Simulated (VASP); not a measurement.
Set up this calculation in VASP 6.6.1, as the native input.

```yaml
Task: single point
Functional: revPBE
Dispersion: D4
Potentials_or_basis: VASP PAW PBE potentials, release 64 (Hg, S)
Cutoff: 500 eV
k_mesh: 8 × 8 × 8
Occupations: gaussian, width 0.05 eV
Spin: no spin polarisation
Dipole_correction: no
Further_INCAR_settings: ALGO = Normal; EDIFF = 1e-06; NBANDS = 16
```

The structure of HgS lies in POSCAR:

```
HgS
1.0
    0.0000000000      2.9289995691      2.9289995691
    2.9289995691      0.0000000000      2.9289995691
    2.9289995691      2.9289995691      0.0000000000
Hg S
1 1
Direct
    0.0000000000      0.0000000000      0.0000000000
    0.7500000000      0.7500000000      0.7500000000
```

These files were run (other wordings do the same):

INCAR

```
PREC = Accurate ; ENCUT = 500
EDIFF = 1E-6 ; ISMEAR = 0
SIGMA = 0.05 ; LREAL = F
LASPH = T ; NELM = 120
ALGO = Normal ; ISIF = 2
LWAVE = F ; LCHARG = F
GGA = RE ; IVDW = 13
NBANDS = 16 ; GGA_COMPAT = F
```

KPOINTS

```
regular mesh
0
Gamma
  8 8 8
```

Potentials or basis: VASP PAW PBE potentials, release 64 (Hg, S).

Run with:

```bash
$ cat potpaw_PBE.64/Hg/POTCAR potpaw_PBE.64/S/POTCAR > POTCAR
$ mpirun -np 1 vasp_std > vasp.out
```

Results of the run:

```yaml
Pressure: 1.8 GPa
Band_gap_on_the_k_mesh: zero (filled and empty bands touch)
Dispersion_energy_per_atom: -0.569 eV
```

Caveat: the PAW data sets were made with another functional, which shifts forces and pressure a little; spin-orbit coupling is left out, which moves the levels of the heavy elements; pairwise dispersion overbinds metals, which lowers pressure and volume.

Run time: 22 s on 1 thread of Intel Xeon 6975P-C (shared host), peak memory 0.18 GiB.
